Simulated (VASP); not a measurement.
# Hf2F3 (P-3m1) in VASP: notebook, part 2 of 2

VASP 6.6.1. The steps go on from the part before.

## (3) Single point, PBE

This run uses another cell than the first one, of 15.21 Å³/atom, 1.096 times its volume.

INCAR

```
PREC     = Accurate       # precision mode
ENCUT    = 520            # plane-wave cutoff, eV
EDIFF    = 1E-7           # SCF threshold, eV
ISMEAR   = 0              # smearing method
SIGMA    = 0.1            # smearing width, eV
LREAL    = False          # projectors in reciprocal space
LASPH    = True           # aspherical terms in the spheres
NELM     = 60             # most SCF steps
ALGO     = Normal         # electronic algorithm
ISIF     = 2              # what is computed and relaxed
LWAVE    = False          # write WAVECAR
LCHARG   = False          # write CHGCAR
GGA      = PE             # functional
NBANDS   = 28             # bands
```

KPOINTS

```
Automatic mesh
0
Gamma
  6 6 4
```

POSCAR

```
Hf2F3
1.0
    2.9812716666      0.0000000000      0.0000000000
   -1.4906358333      2.5818569988      0.0000000000
    0.0000000000      0.0000000000      9.8832511067
Hf F
2 3
Direct
    0.3333333333      0.6666666667      0.1989168610
    0.6666666667      0.3333333333      0.8010831390
    0.0000000000      0.0000000000      0.0000000000
    0.3333333333      0.6666666667      0.6495875537
    0.6666666667      0.3333333333      0.3504124463
```

Potentials or basis: VASP PAW PBE potentials, release 64 (Hf_pv, F).

Started as:

```sh
$ cat potpaw_PBE.64/Hf_pv/POTCAR potpaw_PBE.64/F/POTCAR > POTCAR
$ mpirun -np 1 vasp_std > vasp.out
```

OUTCAR:

```text
PREC = Accurate
   ENCUT = 520
   EDIFF = 1E-7
   ISMEAR = 0
   LREAL = False
   LASPH = True
   NELM = 60
   ISIF = 2
   GGA = PE

 ion  position               nearest neighbor table
   1  0.333  0.667  0.199-   5 2.28   5 2.28   5 2.28   3 2.61   3 2.61   3 2.61
   2  0.667  0.333  0.801-   4 2.28   4 2.28   4 2.28   3 2.61   3 2.61   3 2.61
   3  0.000  0.000  0.000-   1 2.61   2 2.61   1 2.61   2 2.61   2 2.61   1 2.61
   4  0.333  0.667  0.650-   2 2.28   2 2.28   2 2.28
   5  0.667  0.333  0.350-   1 2.28   1 2.28   1 2.28

  LATTYP: Found a hexagonal cell.
 ALAT       =     2.9812716666
 C/A-ratio  =     3.3151125466

  Lattice vectors:

 A1 = (   2.9812716666,   0.0000000000,   0.0000000000)
 A2 = (  -1.4906358333,   2.5818569988,   0.0000000000)
 A3 = (   0.0000000000,   0.0000000000,   9.8832511067)

Analysis of symmetry for initial positions (statically):
=====================================================================
 Subroutine PRICEL returns:
 Original cell was already a primitive cell.

 Routine SETGRP: Setting up the symmetry group for a
 hexagonal supercell.

 Subroutine GETGRP returns: Found 12 space group operations
 (whereof 12 operations were pure point group operations)
 out of a pool of 24 trial point group operations.

The static configuration has the point symmetry D_3d.

Analysis of symmetry for dynamics (positions and initial velocities):
=====================================================================
 Subroutine PRICEL returns:
 Original cell was already a primitive cell.

 Routine SETGRP: Setting up the symmetry group for a
 hexagonal supercell.

 Subroutine GETGRP returns: Found 12 space group operations
 (whereof 12 operations were pure point group operations)
 out of a pool of 24 trial point group operations.

The dynamic configuration has the point symmetry D_3d.

 Subroutine INISYM returns: Found 12 space group operations
 (whereof 12 operations are pure point group operations),
[... 122 lines left out ...]
  volume/ion in A,a.u.               =      15.21       102.67
  Fermi-wavevector in a.u.,A,eV,Ry     =   1.332268  2.517621 24.149498  1.774938
  Thomas-Fermi vector in A             =   2.461216
   LORBIT       =      0    0 simple, 1 ext, 2 COOP (PROOUT), +10 PAW based schemes
   GGA     = PE    functional components
   LHFCALC =     F    Hartree Fock is set to
   AEXX    =    0.0000 exact exchange contribution
   IVDW    =     0    specifies the selected vdW correction
   LEPSILON=     F    determine dielectric tensor
   LRPA    =     F    only Hartree local field effects (RPA)
 non-spin polarized calculation
 Gauss-broadening in eV      SIGMA  =   0.10
  energy-cutoff  :      520.00
  volume of cell :       76.07
 maximum number of plane-waves:      2089
 NGX is ok and might be reduce to    24
   NGX = 11   NGY = 11   NGZ = 37

 number of electron      40.9999999 magnetization

 Free energy of the ion-electron system (eV)
  ---------------------------------------------------
  ext. energy  EPLUGINS =         0.00000000
  ---------------------------------------------------
  free energy    TOTEN  =       -35.74932764 eV

  energy without entropy =      -35.72990056  energy(sigma->0) =      -35.73961410

 E-fermi :   4.2243     XC(G=0): -10.1997

 val. band max:        4.2045489402   @ k =   0.3333   0.0000   0.0000
 cond. band min:       4.3214221625   @ k =   0.1667  -0.0000   0.2500
 fundamental gap:      0.1168732224
 Fermi energy:         4.2243389784

 k-point     1 :       0.0000    0.0000    0.0000
  band No.  band energies     occupation
      1     -28.0032      2.00000
      2     -27.9421      2.00000
      3     -26.8378      2.00000
      4     -26.8378      2.00000
      5     -26.8375      2.00000
      6     -26.8375      2.00000
[... 733 lines left out ...]
     27       7.9293      0.00000
     28       7.9293      0.00000

------------------------ aborting loop because EDIFF is reached ----------------------------------------

  FORCE on cell =-STRESS in cart. coord.  units (eV):
  Direction    XX          YY          ZZ          XY          YZ          ZX
  --------------------------------------------------------------------------------------
  -------------------------------------------------------------------------------------
  Total       -0.6657818     -0.6657818     -0.7284632     -0.0000000     -0.0000000     -0.0000000
  in kB      -14.0219672    -14.0219672    -15.3420946     -0.0000000     -0.0000000     -0.0000000
  external PRESSURE =     -14.4620097 kB  Pullay stress =       0.0000000 kB

 VOLUME and BASIS-vectors are now :
 -----------------------------------------------------------------------------
  energy-cutoff  :      520.00
  volume of cell :       76.07
      direct lattice vectors                 reciprocal lattice vectors
     2.981271667  0.000000000  0.000000000     0.335427332  0.193659060  0.000000000
    -1.490635833  2.581856999  0.000000000     0.000000000  0.387318120  0.000000000
     0.000000000  0.000000000  9.883251107     0.000000000  0.000000000  0.101181280

 POSITION                                       TOTAL-FORCE (eV/Angst)
 -----------------------------------------------------------------------------------
     -0.00000      1.72124      1.96595         0.000000     -0.000000      0.100587
      1.49064      0.86062      7.91731         0.000000      0.000000     -0.100587
      0.00000      0.00000      0.00000         0.000000      0.000000      0.000000
     -0.00000      1.72124      6.42004        -0.000000      0.000000      0.158587
      1.49064      0.86062      3.46321         0.000000     -0.000000     -0.158587
 -----------------------------------------------------------------------------------
    total drift:                               -0.000000      0.000000      0.000000

  FREE ENERGIE OF THE ION-ELECTRON SYSTEM (eV)
  ---------------------------------------------------
  free  energy   TOTEN  =       -35.7493276352 eV

  energy  without entropy=      -35.7299005626  energy(sigma->0) =      -35.73961410
```

stdout:

```text
POSCAR found type information on POSCAR HfF
 POSCAR found :  2 types and       5 ions
 scaLAPACK will be used
 LDA part: xc-table for (Slater+PW92), standard interpolation
 POSCAR, INCAR and KPOINTS ok, starting setup
 FFT: planning ... GRIDC
 FFT: planning ... GRID_SOFT
 FFT: planning ... GRID
 WAVECAR not read
 entering main loop
```

It took 24 s on 1 thread of Intel Xeon 6975P-C (Granite Rapids), shared host; peak memory 0.21 GiB.

What came out:

```yaml
Free_energy: -35.7493 eV
Pressure: -1.4 GPa
Largest_force: 0.159 eV/Å
```

Forces on the atoms (eV/Å):
```
Hf   0.000  0.000  0.101
Hf   0.000  0.000 -0.101
F    0.000  0.000  0.000
F    0.000  0.000  0.159
F    0.000  0.000 -0.159
```

Caveat: the k points lie up to 0.41 Å⁻¹ apart; spin-orbit coupling is left out, which moves the levels of the heavy elements; an odd number of electrons without spin polarisation forces a metal; a magnetic or distorted state may lie lower.

## (4) Single point, PBE

This run uses another cell than the first one, of 15.53 Å³/atom, 1.119 times its volume.

INCAR

```
ALGO     = Normal         # electronic algorithm
EDIFF    = 1E-6           # SCF threshold, eV
ENCUT    = 520            # plane-wave cutoff, eV
GGA      = PE             # functional
ISIF     = 2              # what is computed and relaxed
ISMEAR   = 0              # smearing method
LASPH    = T              # aspherical terms in the spheres
LCHARG   = T              # write CHGCAR
LELF     = T              # ELF
LREAL    = F              # projectors in reciprocal space
LVHAR    = T            
LWAVE    = F              # write WAVECAR
NBANDS   = 28             # bands
NELM     = 80             # most SCF steps
PREC     = Accurate       # precision mode
SIGMA    = 0.1            # smearing width, eV
```

KPOINTS

```
k-points
0
Gamma
  12 12 4
```

POSCAR

```
Hf2F3
1.0
    2.9843413445      0.0000000000      0.0000000000
   -1.4921706722      2.5845154179      0.0000000000
    0.0000000000      0.0000000000     10.0687729318
Hf F
2 3
Direct
    0.3333333333      0.6666666667      0.1954287794
    0.6666666667      0.3333333333      0.8045712206
    0.0000000000      0.0000000000      0.0000000000
    0.3333333333      0.6666666667      0.6563695993
    0.6666666667      0.3333333333      0.3436304007
```

Started as:

```sh
$ cat potpaw_PBE.64/Hf_pv/POTCAR potpaw_PBE.64/F/POTCAR > POTCAR
$ mpirun -np 1 vasp_std > vasp.out
```

Run time: 52 s. Hardware: 1 thread of Intel Xeon 6975P-C (Granite Rapids), shared host; peak memory 0.28 GiB.

The run converged. Its results:

```yaml
Free_energy: -35.6921 eV
Pressure: -1.5 GPa
Largest_force: 0.161 eV/Å
```

Forces in eV/Å, atoms in the order of the input:
```
Hf   0.000  0.000  0.106
Hf   0.000  0.000 -0.106
F    0.000  0.000  0.000
F    0.000  0.000  0.161
F    0.000  0.000 -0.161
```

Stress tensor (GPa, compression positive):
```
-1.37  0.00  0.00
 0.00 -1.37  0.00
 0.00  0.00 -1.65
```

Levels at points of the mesh, in eV from the Fermi level:
| k point | band 16 | band 17 | band 18 | band 19 | band 20 | band 21 | band 22 | band 23 | band 24 | band 25 |
| --- | --- | --- | --- | --- | --- | --- | --- | --- | --- | --- |
| (0.00, 0.00, 0.00) | -6.49 | -6.42 | -6.42 | -3.51 | -2.54 | -0.06 | 1.17 | 1.17 | 1.31 | 1.31 |
| (0.50, 0.00, 0.00) | -7.05 | -6.74 | -6.69 | -2.52 | -2.18 | 0.40 | 1.96 | 2.75 | 3.24 | 3.63 |
| (0.00, 0.00, 0.50) | -6.48 | -6.43 | -6.43 | -3.32 | -2.68 | -0.05 | 1.18 | 1.18 | 1.31 | 1.31 |
| (0.50, 0.00, 0.50) | -6.98 | -6.77 | -6.67 | -2.49 | -2.20 | 0.39 | 1.99 | 2.74 | 3.28 | 3.63 |

Caveat: spin-orbit coupling is left out, which moves the levels of the heavy elements; an odd number of electrons without spin polarisation forces a metal; a magnetic or distorted state may lie lower.

## (5) The runs side by side

| cell | k mesh | gap on the mesh (eV) | pressure (GPa) | largest force (eV/Å) |
| --- | --- | --- | --- | --- |
| a = 3.720, b = 3.720, c = 5.788 Å, angles 90.0, 90.0, 120.0°, 5 atoms | 6 × 6 × 4 | none | 2.8 | 2.34 |
| a = 2.981, b = 2.981, c = 9.883 Å, angles 90.0, 90.0, 120.0°, 5 atoms | 6 × 6 × 4 | none | -1.4 | 0.16 |
| a = 2.984, b = 2.984, c = 10.069 Å, angles 90.0, 90.0, 120.0°, 5 atoms | 12 × 12 × 4 | none | -1.5 | 0.16 |

Alike in all rows: task single point; level PBE; potentials or basis VASP PAW PBE potentials, release 64 (Hf_pv, F); no spin polarisation; cutoff (eV) 520; smearing gaussian 0.1 eV.

Caveats: some runs use coarse meshes; spin-orbit coupling is left out, which moves the levels of the heavy elements; an odd number of electrons without spin polarisation forces a metal; a magnetic or distorted state may lie lower.

Total energies depend on the potentials used, so only differences within one code and one set of settings carry meaning.
